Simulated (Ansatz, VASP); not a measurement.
# BaTiO3 in VASP and in Ansatz

File INCAR:

```
  ALGO = Normal
  EDIFF = 1E-8
  ENCUT = 520
  GGA = PS
  ISIF = 2
  ISMEAR = -1
  LASPH = True
  LCHARG = False
  LEFG = True
  LREAL = False
  LWAVE = False
  NBANDS = 28
  NELM = 60
  PREC = Accurate
  SIGMA = 0.05
```

Contents of KPOINTS:

```
k-points
0
Gamma
  8 8 8
```

The input POSCAR:

```
BaTiO3
1.0
    3.9973363099      0.0000000000      0.0000000000
    0.0000000000      2.8464754845      2.8552545545
    0.0000000000     -2.8464754845      2.8552545545
Ba Ti O
1 1 3
Direct
    0.0000000000      0.0000000000      0.0000000000
    0.5000000000      0.5079000000      0.5079000000
    0.0000000000      0.4921000000      0.4921000000
    0.5000000000      0.5025100000      0.9937100000
    0.5000000000      0.9937100000      0.5025100000
```

Input for Ansatz:

```yaml
crystal:
  lattice:
    - [3.9973363099, 0.0, 0.0]
    - [0.0, 2.8464754845, 2.8552545545]
    - [0.0, -2.8464754845, 2.8552545545]
  atoms:
    - { symbol: Ba, position: [0.0, 0.0, 0.0] }
    - { symbol: Ti, position: [0.5, 0.5079, 0.5079] }
    - { symbol: O, position: [0.0, 0.4921, 0.4921] }
    - { symbol: O, position: [0.5, 0.50251, 0.99371] }
    - { symbol: O, position: [0.5, 0.99371, 0.50251] }
kpoints:
  mp_grid: { grid: [8, 8, 8] }
scf:
  occupations: { method: fermi_dirac, width: 0.05 }
hamiltonian:
  xc: pbesol
  pseudopotentials: { kind: all_electron, datasets: crystal }
output:
  forces: true
  stress: true
  eigenvalues: true
  efg: { contact_densities: true }
```

Change from the starting cell: volume scaled by 1.01, crystal datasets.

Alike in both runs: task electric field gradients; functional PBEsol; k mesh 8 × 8 × 8; occupations fermi-dirac, width 0.05 eV; no spin polarisation.

|  | VASP | Ansatz |
| --- | --- | --- |
| version | VASP 6.6.1 | Ansatz 0.2.0 |
| potentials or method | VASP PAW PBE potentials, release 64 (Ba_sv, Ti_sv, O), cutoff 520 eV | all-electron PAW with datasets made for the crystal, scalar-relativistic |

```tsv
	VASP	Ansatz	Ansatz less VASP
pressure (GPa)	-4.2	-5.9	-1.72
traceless stress, the component that is largest in VASP (GPa)	-0.67	-0.65	+0.015
rms of the force components (eV/Å)	0.106	0.112	+0.0057
size of Vzz on the site where it differs most (V/Å²)	5.8	6.0	+0.21
```

VASP's potentials were made for PBE, not for PBEsol. Atom by atom the forces differ by 0.008 eV/Å (rms over components). Ansatz ran all-electron here, and VASP with PAW potentials.

Neither program's run includes spin-orbit coupling.
